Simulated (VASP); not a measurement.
# Ag (P6_3/mmc) in VASP: further runs, part 2 of 3

VASP 6.6.1.

**4. Single point, PBE (biaxial strain in the a-b plane: +2.0 %)**

The input, INCAR:

```
  PREC = Accurate
  ENCUT = 520
  EDIFF = 1E-6
  ISMEAR = 0
  SIGMA = 0.1
  LREAL = False
  LASPH = True
  NELM = 80
  ALGO = Fast
  ISIF = 2
  LWAVE = False
  LCHARG = False
  GGA = PE
  NBANDS = 18
```

The input, KPOINTS:

```
Automatic mesh
0
Gamma
  24 24 12
```

The input, POSCAR:

```
Ag
1.0
    2.9932852014      0.0000000000      0.0000000000
   -1.4966426007      2.5922610252      0.0000000000
    0.0000000000      0.0000000000      4.7403331381
Ag
2
Direct
    0.3333333333      0.6666666667      0.2500000000
    0.6666666667      0.3333333333      0.7500000000
```

The run is started by

```sh
$ cat potpaw_PBE.64/Ag/POTCAR > POTCAR
$ mpirun -np 1 vasp_std > vasp.out
```

Run time: 2.1 min. Hardware: 1 thread of Intel Xeon Platinum 8488C (Sapphire Rapids), shared host; peak memory 0.34 GiB.

Results (log left out):

| Property | Result |
| --- | --- |
| Free energy | -5.4137 eV |
| Pressure | -2.3 GPa |
| Band gap on the k mesh | zero (band 11 reaches 11.19 eV, above the bottom of band 12 at 4.09 eV) |

Stress tensor (GPa, compression positive):
```
-3.23  0.00  0.00
 0.00 -3.23  0.00
 0.00  0.00 -0.36
```

Levels at points of the mesh, in eV from the Fermi level:
| k point | band 7 | band 8 | band 9 | band 10 | band 11 | band 12 | band 13 | band 14 | band 15 | band 16 |
| --- | --- | --- | --- | --- | --- | --- | --- | --- | --- | --- |
| (0.00, 0.00, 0.00) | -4.29 | -4.10 | -4.10 | -3.11 | -3.11 | -0.03 | 3.54 | 15.14 | 16.85 | 16.85 |
| (0.50, 0.00, 0.00) | -3.73 | -3.08 | -2.93 | -2.91 | -0.01 | 1.18 | 6.70 | 6.91 | 8.88 | 9.88 |
| (0.00, 0.00, 0.50) | -4.27 | -4.27 | -3.39 | -3.39 | -3.39 | -3.39 | 11.18 | 11.18 | 15.48 | 15.48 |
| (0.50, 0.00, 0.50) | -3.15 | -3.15 | -2.98 | -2.98 | 0.76 | 0.76 | 4.05 | 4.05 | 12.75 | 12.75 |

Caveat: the cell differs from its parent crystal (biaxial strain in the a-b plane: +2.0 %).

**5. Single point, PBE (biaxial strain in the a-b plane: +3.0 %, then relaxed in part)**

The input, INCAR:

```
ALGO     = Fast           # electronic algorithm
EDIFF    = 1E-6           # SCF threshold, eV
ENCUT    = 520            # plane-wave cutoff, eV
GGA      = PE             # functional
ISIF     = 2              # what is computed and relaxed
ISMEAR   = 0              # smearing method
LASPH    = T              # aspherical terms in the spheres
LCHARG   = F              # write CHGCAR
LREAL    = F              # projectors in reciprocal space
LWAVE    = F              # write WAVECAR
NBANDS   = 18             # bands
NELM     = 60             # most SCF steps
PREC     = Accurate       # precision mode
SIGMA    = 0.1            # smearing width, eV
```

The input, KPOINTS:

```
k-points
0
Gamma
  24 24 12
```

The input, POSCAR:

```
Ag
1.0
    3.0226311347      0.0000000000      0.0000000000
   -1.5113155674      2.6176753489      0.0000000000
    0.0000000000      0.0000000000      4.6871073162
Ag
2
Direct
    0.3333333333      0.6666666667      0.2500000000
    0.6666666667      0.3333333333      0.7500000000
```

Potentials or basis: VASP PAW PBE potentials, release 64 (Ag).

The run is started by

```sh
$ cat potpaw_PBE.64/Ag/POTCAR > POTCAR
$ mpirun -np 1 vasp_std > vasp.out
```

OUTCAR:

```text
EDIFF = 1E-6
   ENCUT = 520
   GGA = PE
   ISIF = 2
   ISMEAR = 0
   LASPH = T
   LREAL = F
   NELM = 60
   PREC = Accurate

 ion  position               nearest neighbor table
   1  0.333  0.667  0.250-   2 2.92   2 2.92   2 2.92   2 2.92   2 2.92   2 2.92
   2  0.667  0.333  0.750-   1 2.92   1 2.92   1 2.92   1 2.92   1 2.92   1 2.92

  LATTYP: Found a hexagonal cell.
 ALAT       =     3.0226311347
 C/A-ratio  =     1.5506712885

  Lattice vectors:

 A1 = (   3.0226311347,   0.0000000000,   0.0000000000)
 A2 = (  -1.5113155674,   2.6176753489,   0.0000000000)
 A3 = (   0.0000000000,   0.0000000000,   4.6871073162)

Analysis of symmetry for initial positions (statically):
=====================================================================
 Subroutine PRICEL returns:
 Original cell was already a primitive cell.

 Routine SETGRP: Setting up the symmetry group for a
 hexagonal supercell.

 Subroutine GETGRP returns: Found 24 space group operations
 (whereof 12 operations were pure point group operations)
 out of a pool of 24 trial point group operations.

The static configuration has the point symmetry D_3d.
 The point group associated with its full space group is D_6h.

Analysis of symmetry for dynamics (positions and initial velocities):
=====================================================================
 Subroutine PRICEL returns:
 Original cell was already a primitive cell.

 Routine SETGRP: Setting up the symmetry group for a
 hexagonal supercell.

 Subroutine GETGRP returns: Found 24 space group operations
 (whereof 12 operations were pure point group operations)
 out of a pool of 24 trial point group operations.

The dynamic configuration has the point symmetry D_3d.
 The point group associated with its full space group is D_6h.

 Subroutine INISYM returns: Found 24 space group operations
 (whereof 12 operations are pure point group operations),
 and found     1 'primitive' translations

[... 108 lines left out ...]
   EFERMI =   0.00;   METHOD = LEGACY
   ISMEAR =     0;   SIGMA  =   0.10  broadening in eV -4-tet -1-fermi 0-gaus
   EFERMI_NEDOS =   21; number of points for ismear=-14 and -15
   IALGO  =     68    algorithm
   IMIX   =      4    mixing-type and parameters
     AMIX     =   0.40;   BMIX     =  1.00
     AMIX_MAG =   1.60;   BMIX_MAG =  1.00
  volume/ion in A,a.u.               =      18.54       125.13
  Fermi-wavevector in a.u.,A,eV,Ry     =   1.375563  2.599437 25.744580  1.892173
  Thomas-Fermi vector in A             =   2.500887
   LORBIT       =      0    0 simple, 1 ext, 2 COOP (PROOUT), +10 PAW based schemes
   GGA     = PE    functional components
   LHFCALC =     F    Hartree Fock is set to
   AEXX    =    0.0000 exact exchange contribution
   IVDW    =     0    specifies the selected vdW correction
   LEPSILON=     F    determine dielectric tensor
   LRPA    =     F    only Hartree local field effects (RPA)
 non-spin polarized calculation
 RMM-DIIS sequential band-by-band and
 Gauss-broadening in eV      SIGMA  =   0.10
  energy-cutoff  :      520.00
  volume of cell :       37.09
 maximum number of plane-waves:      1019
 NGX is ok and might be reduce to    24
   NGX = 11   NGY = 11   NGZ = 17

 number of electron      21.9999998 magnetization

 Free energy of the ion-electron system (eV)
  ---------------------------------------------------
  ext. energy  EPLUGINS =         0.00000000
  ---------------------------------------------------
  free energy    TOTEN  =        -5.39781687 eV

  energy without entropy =       -5.39476022  energy(sigma->0) =       -5.39628855

 E-fermi :   7.3697     XC(G=0): -11.7128

 val. band max:        7.3690324346   @ k =   0.3333   0.2083   0.0833
 cond. band min:       7.3751689392   @ k =   0.1250   0.0417   0.1667
 fundamental gap:      0.0061365045
 Fermi energy:         7.3697292474

 k-point     1 :       0.0000    0.0000    0.0000
  band No.  band energies     occupation
      1       0.1445      2.00000
      2       1.4442      2.00000
      3       2.8804      2.00000
      4       2.8804      2.00000
      5       2.9864      2.00000
      6       3.1246      2.00000
[... 481 lines left out ...]
      5       3.1897      2.00000
      6       3.3527      2.00000
[... 10 lines left out ...]
     17      17.5248      0.00000
     18      22.5800      0.00000

 [... further k-points ...]
[... 5 lines left out ...]
  --------------------------------------------------------------------------------------
  -------------------------------------------------------------------------------------
  Total       -0.9242384     -0.9242384     -0.0083511      0.0000000      0.0000000      0.0000000
  in kB      -39.9290308    -39.9290308     -0.3607833      0.0000000      0.0000000      0.0000000
  external PRESSURE =     -26.7396150 kB  Pullay stress =       0.0000000 kB

 VOLUME and BASIS-vectors are now :
 -----------------------------------------------------------------------------
  energy-cutoff  :      520.00
  volume of cell :       37.09
      direct lattice vectors                 reciprocal lattice vectors
     3.022631135  0.000000000  0.000000000     0.330837590  0.191009172  0.000000000
    -1.511315567  2.617675349  0.000000000     0.000000000  0.382018343  0.000000000
     0.000000000  0.000000000  4.687107316     0.000000000  0.000000000  0.213351206

 POSITION                                       TOTAL-FORCE (eV/Angst)
 -----------------------------------------------------------------------------------
     -0.00000      1.74512      1.17178        -0.000000     -0.000000      0.000000
      1.51132      0.87256      3.51533         0.000000      0.000000      0.000000
 -----------------------------------------------------------------------------------
    total drift:                               -0.000000      0.000000     -0.000000

  FREE ENERGIE OF THE ION-ELECTRON SYSTEM (eV)
  ---------------------------------------------------
  free  energy   TOTEN  =        -5.3978168741 eV

  energy  without entropy=       -5.3947602219  energy(sigma->0) =       -5.39628855
```

OSZICAR:

```text
N       E                     dE             d eps       ncg     rms          rms(c)
DAV:   1     0.124030862195E+03    0.12403E+03   -0.11673E+04 15380   0.120E+03
DAV:   2    -0.382400545932E+01   -0.12785E+03   -0.12139E+03 15946   0.263E+02
DAV:   3    -0.584070823390E+01   -0.20167E+01   -0.20096E+01 17854   0.372E+01
DAV:   4    -0.584689384207E+01   -0.61856E-02   -0.61850E-02 17068   0.203E+00
DAV:   5    -0.584694722159E+01   -0.53380E-04   -0.53378E-04 16922   0.202E-01    0.597E+00
RMM:   6    -0.541171342835E+01    0.43523E+00   -0.10803E+00 15399   0.839E+00    0.398E+00
RMM:   7    -0.540201901767E+01    0.96944E-02   -0.18690E-02 16116   0.134E+00    0.239E+00
RMM:   8    -0.539785084691E+01    0.41682E-02   -0.14322E-03 16101   0.337E-01    0.222E-01
RMM:   9    -0.539780757024E+01    0.43277E-04   -0.29915E-04 16844   0.138E-01    0.762E-02
RMM:  10    -0.539781451309E+01   -0.69428E-05   -0.35877E-05 16825   0.464E-02    0.305E-02
RMM:  11    -0.539781675072E+01   -0.22376E-05   -0.93463E-06 14794   0.201E-02    0.876E-03
RMM:  12    -0.539781687406E+01   -0.12334E-06   -0.78389E-07 12047   0.645E-03
   1 F= -.53978169E+01 E0= -.53962885E+01  d E =-.305665E-02
```

stdout:

```text
POSCAR found type information on POSCAR Ag
 POSCAR found :  1 types and       2 ions
 scaLAPACK will be used
 LDA part: xc-table for (Slater+PW92), standard interpolation
 POSCAR, INCAR and KPOINTS ok, starting setup
 FFT: planning ... GRIDC
 FFT: planning ... GRID_SOFT
 FFT: planning ... GRID
 WAVECAR not read
 entering main loop
```

Wall time 2.2 min (1 thread of Intel Xeon Platinum 8488C (Sapphire Rapids), shared host); peak memory 0.34 GiB.

What came out:

- Free energy: -5.3978 eV
- Pressure: -2.7 GPa
- Band gap on the k mesh: zero (band 11 reaches 10.98 eV, above the bottom of band 12 at 4.00 eV)

Caveat: the cell differs from its parent crystal (biaxial strain in the a-b plane: +3.0 %, then relaxed in part).

[end of part 2 of 3]
